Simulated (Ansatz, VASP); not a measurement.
# TaN in VASP and in Ansatz

```xyz
2
Lattice="0.0000 2.2008 2.1790 2.1790 0.0000 2.1790 2.1790 2.2008 0.0000" Properties=species:S:1:pos:R:3 pbc="T T T"
Ta    2.1790    2.2008    2.1790
N     0.0000    0.0000    0.0000
```

Change from the starting cell: strain +0.0100 x Voigt [0, 1, 0, 0, 0, 0], atoms carried along.

Alike in both runs: task single point; functional r2SCAN; k mesh 18 × 18 × 18; occupations gaussian, width 0.15 eV; no spin polarisation.

```csv
,VASP,Ansatz
version,VASP 6.6.1,Ansatz 0.2.0
potentials or method,"VASP PAW PBE potentials, release 64 (Ta_sv_GW, N), cutoff 770 eV","scalar-relativistic, plane waves, PAW"
valence electrons in the cell,18,18
```

|  | VASP | Ansatz | Ansatz less VASP |
| --- | --- | --- | --- |
| gap on the k mesh at the Fermi level (eV) | none | none | - |
| pressure (GPa) | 6.1 | 6.0 | -0.05 |
| traceless stress, the component that is largest in VASP (GPa) | -4.33 | -4.31 | +0.020 |

VASP's potentials were made for PBE, not for r2SCAN. A gap of «none» marks a metal or a gap that the smearing closes. With one functional, cell and mesh, what is left measures potentials, basis and numerics.

Spin-orbit coupling is off throughout.
